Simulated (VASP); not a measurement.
# C in VASP: single point with PBEsol

Aim: the single point of C with PBEsol.

All numbers are computed with VASP 6.6.1; they aren't measurements. Logs are shortened: lines on timing, memory, paths and dates and some standing lists are left out, and cuts for length are marked.

**1. The cell of the first run**

The cell holds a slab with vacuum, 12 atoms: a = 2.456 Å, b = 9.526 Å, c = 27.151 Å, α = 90.00°, β = 90.00°, γ = 90.00°.

**2. Single point, PBEsol**

Input file INCAR:

```
PREC = Accurate ; ENCUT = 520
EDIFF = 1E-7 ; ISMEAR = 0
SIGMA = 0.1 ; LREAL = F
LASPH = T ; NELM = 80
ALGO = Normal ; ISIF = 2
LWAVE = F ; LCHARG = F
LDIPOL = T ; IDIPOL = 3
DIPOL = 0.5 0.5 0.500 ; GGA = PS
NBANDS = 36
```

Input file KPOINTS:

```
regular mesh
0
Gamma
  10 3 1
```

Input file POSCAR:

```
C
1.0
    2.4561701600      0.0000000000      0.0000000000
    0.0000000000      9.5264652100      0.0000000000
    0.0000000000      0.0000000000     27.1505467721
C
12
Direct
    1.0000000000      0.1329484600      0.3130692016
    0.5000000000      0.1661855800      0.3364355514
    0.5000000000      0.2326598100      0.3831682510
    0.0000000000      0.2658969300      0.4065346008
    1.0000000000      0.3323711600      0.4532673004
    0.5000000000      0.3656082800      0.4766336502
    0.5000000000      0.4324486145      0.5234860057
    0.0000000000      0.4658072898      0.5467726043
    1.0000000000      0.5333936331      0.5936882543
    0.5000000000      0.5666924054      0.6166706339
    0.5000000000      0.6366515996      0.6646743808
    0.0000000000      0.6670110947      0.6853198240
```

Potentials or basis: VASP PAW PBE potentials, release 64 (C).

On the command line:

```console
> cat potpaw_PBE.64/C/POTCAR > POTCAR
> mpirun -np 1 vasp_std > vasp.out
```

OUTCAR:

```text
PREC = Accurate
   ENCUT = 520
   EDIFF = 1E-7
   ISMEAR = 0
   LREAL = F
   LASPH = T
   NELM = 80
   ISIF = 2
   GGA = PS

 ion  position               nearest neighbor table
   1  0.000  0.133  0.313-   2 1.42   2 1.42
   2  0.500  0.166  0.336-   3 1.42   1 1.42   1 1.42
   3  0.500  0.233  0.383-   2 1.42   4 1.42   4 1.42
   4  0.000  0.266  0.407-   5 1.42   3 1.42   3 1.42
   5  0.000  0.332  0.453-   4 1.42   6 1.42   6 1.42
   6  0.500  0.366  0.477-   5 1.42   5 1.42   7 1.42
   7  0.500  0.432  0.523-   8 1.42   8 1.42   6 1.42
   8  0.000  0.466  0.547-   7 1.42   7 1.42   9 1.43
   9  0.000  0.533  0.594-  10 1.41  10 1.41   8 1.43
  10  0.500  0.567  0.617-   9 1.41   9 1.41  11 1.46
  11  0.500  0.637  0.665-  12 1.38  12 1.38  10 1.46
  12  0.000  0.667  0.685-  11 1.38  11 1.38

  LATTYP: Found a simple orthorhombic cell.
 ALAT       =     2.4561701600
 B/A-ratio  =     3.8785851913
 C/A-ratio  =    11.0540170279

  Lattice vectors:

 A1 = (   2.4561701600,   0.0000000000,   0.0000000000)
 A2 = (   0.0000000000,   9.5264652100,   0.0000000000)
 A3 = (   0.0000000000,   0.0000000000,  27.1505467721)

Analysis of symmetry for initial positions (statically):
=====================================================================
 Subroutine PRICEL returns:
 Original cell was already a primitive cell.

 Routine SETGRP: Setting up the symmetry group for a
 simple orthorhombic supercell.

 Subroutine GETGRP returns: Found  2 space group operations
 (whereof  2 operations were pure point group operations)
 out of a pool of  8 trial point group operations.

The static configuration has the point symmetry C_1h.

Analysis of symmetry for dynamics (positions and initial velocities):
=====================================================================
 Subroutine PRICEL returns:
 Original cell was already a primitive cell.

 Routine SETGRP: Setting up the symmetry group for a
 simple orthorhombic supercell.

 Subroutine GETGRP returns: Found  2 space group operations
 (whereof  2 operations were pure point group operations)
 out of a pool of  8 trial point group operations.

The dynamic configuration has the point symmetry C_1h.

 Subroutine INISYM returns: Found  2 space group operations
 (whereof  2 operations are pure point group operations),
 and found     1 'primitive' translations

----------------------------------------------------------------------------------------

                                     Primitive cell

  volume of cell :     635.2853

  direct lattice vectors                    reciprocal lattice vectors
     2.456170160  0.000000000  0.000000000     0.407137916  0.000000000  0.000000000
     0.000000000  9.526465210  0.000000000     0.000000000  0.104970729  0.000000000
     0.000000000  0.000000000 27.150546772     0.000000000  0.000000000  0.036831671

  length of vectors
     2.456170160  9.526465210 27.150546772     0.407137916  0.104970729  0.036831671

  position of ions in fractional coordinates (direct lattice)
     0.000000000  0.132948460  0.313069202
     0.500000000  0.166185580  0.336435551
     0.500000000  0.232659810  0.383168251
     0.000000000  0.265896930  0.406534601
     0.000000000  0.332371160  0.453267300
     0.500000000  0.365608280  0.476633650
     0.500000000  0.432448614  0.523486006
     0.000000000  0.465807290  0.546772604
     0.000000000  0.533393633  0.593688254
     0.500000000  0.566692405  0.616670634
     0.500000000  0.636651600  0.664674381
     0.000000000  0.667011095  0.685319824

  ion indices of the primitive-cell ions
   primitive index   ion index
                 1           1
                 2           2
                 3           3
                 4           4
                 5           5
                 6           6
                 7           7
                 8           8
                 9           9
                10          10
                11          11
                12          12

----------------------------------------------------------------------------------------

 KPOINTS: regular mesh

Automatic generation of k-mesh.
 Grid dimensions read from file:
 generate k-points for:   10    3    1

 Generating k-lattice:

  Cartesian coordinates                     Fractional coordinates (reciprocal lattice)
     0.040713792  0.000000000  0.000000000     0.100000000  0.000000000  0.000000000
     0.000000000  0.034990243  0.000000000     0.000000000  0.333333333  0.000000000
     0.000000000  0.000000000  0.036831671     0.000000000  0.000000000  1.000000000

  Length of vectors
     0.040713792  0.034990243  0.036831671

  Shift w.r.t. Gamma in fractional coordinates (k-lattice)
     0.000000000  0.000000000  0.000000000

 Subroutine IBZKPT returns following result:
 ===========================================

 Found     12 irreducible k-points:

 Following reciprocal coordinates:
            Coordinates               Weight
  0.000000  0.000000  0.000000      1.000000
  0.100000  0.000000  0.000000      2.000000
  0.200000  0.000000  0.000000      2.000000
  0.300000  0.000000  0.000000      2.000000
  0.400000  0.000000  0.000000      2.000000
  0.500000  0.000000  0.000000      1.000000
  0.000000  0.333333  0.000000      2.000000
  0.100000  0.333333  0.000000      4.000000
  0.200000  0.333333  0.000000      4.000000
  0.300000  0.333333  0.000000      4.000000
  0.400000  0.333333  0.000000      4.000000
  0.500000  0.333333  0.000000      2.000000
   k-points           NKPTS =     12   k-points in BZ     NKDIM =     12   number of bands    NBANDS=     36
   number of dos      NEDOS =    301   number of ions     NIONS =     12
   total plane-waves  NPLWV = 272160
   dimension x,y,z NGX =    18 NGY =   72 NGZ =  210
   dimension x,y,z NGXF=    36 NGYF=  144 NGZF=  420
   ions per type =              12
   NGX,Y,Z   is equivalent  to a cutoff of  12.18, 12.56, 12.86 a.u.
   NGXF,Y,Z  is equivalent  to a cutoff of  24.37, 25.13, 25.72 a.u.
 SYSTEM =  unknown system
   PREC   = accura    normal or accurate (medium, high low for compatibility)
   ISTART =      0    job   : 0-new  1-cont  2-samecut
   ICHARG =      2    charge: 1-file 2-atom 10-const
   ISPIN  =      1    spin polarized calculation?
   LNONCOLLINEAR =      F non collinear calculations
   LSORBIT =      F    spin-orbit coupling
   LASPH  =      T    aspherical Exc in radial PAW
   ENCUT  =  520.0 eV  38.22 Ry    6.18 a.u.   4.57 17.71 50.48*2*pi/ulx,y,z
   NELM   =     80;   NELMIN=  2; NELMDL= -5     # of ELM steps
   EDIFF  = 0.1E-06   stopping-criterion for ELM
   LREAL  =      F    real-space projection
   EDIFFG = 0.1E-05   stopping-criterion for IOM
   NSW    =      0    number of steps for IOM
   IBRION =     -1    ionic relax: 0-MD 1-quasi-New 2-CG
   NFREE  =      0    steps in history (QN), initial steepest desc. (CG)
   ISIF   =      2    stress and relaxation
   ISYM   =      2    0-nonsym 1-usesym 2-fastsym
   POTIM  = 0.5000    time-step for ionic-motion
   TEBEG  =    0.0;   TEEND  =   0.0 temperature during run
   PSTRESS=    0.0 pullay stress
   NELECT =      48.0000    total number of electrons
   NUPDOWN=      -1.0000    fix difference up-down
   EMIN   =  10.00;   EMAX   =-10.00  energy-range for DOS
   EFERMI =   0.00;   METHOD = LEGACY
   ISMEAR =     0;   SIGMA  =   0.10  broadening in eV -4-tet -1-fermi 0-gaus
   EFERMI_NEDOS =   21; number of points for ismear=-14 and -15
   IALGO  =     38    algorithm
   IMIX   =      4    mixing-type and parameters
     AMIX     =   0.40;   BMIX     =  1.00
     AMIX_MAG =   1.60;   BMIX_MAG =  1.00
  volume/ion in A,a.u.               =      52.94       357.26
  Fermi-wavevector in a.u.,A,eV,Ry     =   0.692095  1.307870  6.517127  0.478995
  Thomas-Fermi vector in A             =   1.773931
   LORBIT       =      0    0 simple, 1 ext, 2 COOP (PROOUT), +10 PAW based schemes
   GGA     = PS    functional components
   LHFCALC =     F    Hartree Fock is set to
   AEXX    =    0.0000 exact exchange contribution
   IVDW    =     0    specifies the selected vdW correction
   LEPSILON=     F    determine dielectric tensor
   LRPA    =     F    only Hartree local field effects (RPA)
 non-spin polarized calculation
 Gauss-broadening in eV      SIGMA  =   0.10
  energy-cutoff  :      520.00
  volume of cell :      635.29
 maximum number of plane-waves:     17223
   NGX =  9   NGY = 35   NGZ =101

 dipolmoment           0.000000      0.000000      0.028436 electrons x Angstroem

 number of electron      48.0000010 magnetization

 dipolmoment           0.000000      0.000000     -0.047739 electrons x Angstroem

 Free energy of the ion-electron system (eV)
  ---------------------------------------------------
  ext. energy  EPLUGINS =         0.00000000
  ---------------------------------------------------
  free energy    TOTEN  =      -108.81398690 eV

  energy without entropy =     -108.76958954  energy(sigma->0) =     -108.79178822

 E-fermi :  -3.7723     XC(G=0):  -2.4133

 val. band max:       -3.7864350444   @ k =   0.2000   0.3333   0.0000
 cond. band min:      -3.7622810116   @ k =   0.2000   0.0000   0.0000
 fundamental gap:      0.0241540328
 Fermi energy:        -3.7722915996

 k-point     1 :       0.0000    0.0000    0.0000
  band No.  band energies     occupation
      1     -23.1818      2.00000
      2     -22.6828      2.00000
      3     -21.8904      2.00000
      4     -20.8481      2.00000
      5     -19.5718      2.00000
      6     -18.2786      2.00000
[... 28 lines left out ...]
     35       2.1662      0.00000
     36       2.4637      0.00000

 k-point     2 :       0.1000    0.0000    0.0000
  band No.  band energies     occupation
      1     -23.0038      2.00000
      2     -22.5060      2.00000
      3     -21.7157      2.00000
      4     -20.6771      2.00000
      5     -19.4074      2.00000
      6     -18.1243      2.00000
[... 28 lines left out ...]
     35       2.2807      0.00000
     36       2.6504      0.00000

 k-point     3 :       0.2000    0.0000    0.0000
  band No.  band energies     occupation
      1     -22.4720      2.00000
      2     -21.9776      2.00000
      3     -21.1940      2.00000
      4     -20.1670      2.00000
      5     -18.9178      2.00000
      6     -17.6626      2.00000
[... 28 lines left out ...]
     35       3.0014      0.00000
     36       3.1110      0.00000
[... 274 lines left out ...]
 k-point    11 :       0.4000    0.3333    0.0000
  band No.  band energies     occupation
      1     -20.3827      2.00000
      2     -19.9049      2.00000
      3     -19.1581      2.00000
      4     -18.2203      2.00000
      5     -17.3707      2.00000
      6     -16.6927      2.00000
[... 28 lines left out ...]
     35       4.5758      0.00000
     36       4.7003      0.00000

 k-point    12 :       0.5000    0.3333    0.0000
  band No.  band energies     occupation
      1     -18.8843      2.00000
      2     -18.8706      2.00000
      3     -18.4455      2.00000
      4     -18.4388      2.00000
      5     -17.9971      2.00000
      6     -17.2219      2.00000
[... 28 lines left out ...]
     35       6.0197      0.00000
     36       6.0250      0.00000

------------------------ aborting loop because EDIFF is reached ----------------------------------------

 vacuum level on the upper side and lower side of the slab       (xc-potential included)        -0.233         0.113

  FORCE on cell =-STRESS in cart. coord.  units (eV):
  Direction    XX          YY          ZZ          XY          YZ          ZX
  --------------------------------------------------------------------------------------
  -------------------------------------------------------------------------------------
  Total        3.2538176      0.1856258      0.8101644      0.0000000      0.4654187      0.0000000
  in kB        8.2060652      0.4681447      2.0432191      0.0000000      1.1737771      0.0000000
  external PRESSURE =       3.5724763 kB  Pullay stress =       0.0000000 kB

 VOLUME and BASIS-vectors are now :
 -----------------------------------------------------------------------------
  energy-cutoff  :      520.00
  volume of cell :      635.29
      direct lattice vectors                 reciprocal lattice vectors
     2.456170160  0.000000000  0.000000000     0.407137916  0.000000000  0.000000000
     0.000000000  9.526465210  0.000000000     0.000000000  0.104970729  0.000000000
     0.000000000  0.000000000 27.150546772     0.000000000  0.000000000  0.036831671

 POSITION                                       TOTAL-FORCE (eV/Angst)
 -----------------------------------------------------------------------------------
      0.00000      1.26653      8.50000         0.000000      0.745243      1.520230
      1.22809      1.58316      9.13441         0.000000     -1.214712     -2.453330
      1.22809      2.21643     10.40323         0.000000      0.447907      0.890060
      0.00000      2.53306     11.03764         0.000000     -0.105739     -0.208387
      0.00000      3.16632     12.30646         0.000000      0.093740      0.192707
      1.22809      3.48295     12.94086         0.000000      0.004009      0.006678
      1.22809      4.11971     14.21293         0.000000     -0.000791     -0.004479
      0.00000      4.43750     14.84518         0.000000      0.003178      0.005739
      0.00000      5.08136     16.11896         0.000000     -0.002118     -0.005649
      1.22809      5.39858     16.74294         0.000000      0.006965      0.014130
      1.22809      6.06504     18.04627         0.000000     -0.002117     -0.003273
      0.00000      6.35426     18.60681         0.000000      0.024436      0.045573
 -----------------------------------------------------------------------------------
    total drift:                                0.000000     -0.000130     -0.000030

  FREE ENERGIE OF THE ION-ELECTRON SYSTEM (eV)
  ---------------------------------------------------
  free  energy   TOTEN  =      -108.8139869009 eV

  energy  without entropy=     -108.7695895354  energy(sigma->0) =     -108.79178822

 vacuum level on the upper side and lower side of the slab         1.729         2.088
```

Wall time 6.7 min (1 thread of Intel Xeon 6975P-C (Granite Rapids), shared host); peak memory 0.67 GiB.

Results:

```yaml
Free_energy: -108.8140 eV
Largest_force: 2.738 eV/Å
Band_gap_on_the_k_mesh: zero (bands 24 and 25 overlap by 0.18 eV)
```

Forces in eV/Å, atoms in the order of the input:
```
C    0.000  0.745  1.520
C    0.000 -1.215 -2.453
C    0.000  0.448  0.890
C    0.000 -0.106 -0.208
C    0.000  0.094  0.193
C    0.000  0.004  0.007
C    0.000 -0.001 -0.004
C    0.000  0.003  0.006
C    0.000 -0.002 -0.006
C    0.000  0.007  0.014
C    0.000 -0.002 -0.003
C    0.000  0.024  0.046
```

Caveat: the PAW data sets were made with another functional, which shifts forces and pressure a little.
